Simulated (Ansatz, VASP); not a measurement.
## CdTe in VASP and in Ansatz

```
CELL_PARAMETERS angstrom
0.00000 3.24208 3.24208
3.24208 0.00000 3.24208
3.24208 3.24208 0.00000
ATOMIC_POSITIONS crystal
Cd 0.00000 0.00000 0.00000
Te 0.25000 0.25000 0.25000
```

Alike in both runs: task single point; functional PBE; k mesh 6 × 6 × 6; occupations gaussian, width 0.05 eV; no spin polarisation.

|  | VASP | Ansatz |
| --- | --- | --- |
| version | VASP 6.6.1 | Ansatz 0.2.0 |
| potentials or method | VASP PAW PBE potentials, release 64 (Cd, Te), cutoff 520 eV | scalar-relativistic, plane waves, PAW |
| valence electrons in the cell | 18 | 36 |

```tsv
	VASP	Ansatz	Ansatz less VASP
gap on the k mesh at the Fermi level (eV)	0.77	0.77	+0.001
least direct gap on the mesh (eV)	0.77	0.77	+0.001
pressure (GPa)	2.6	2.5	-0.13
```

VASP's potentials hold 18 valence electrons a cell and Ansatz's 36, so a difference there can come from the potentials and not from the codes.

Neither program's run includes spin-orbit coupling.
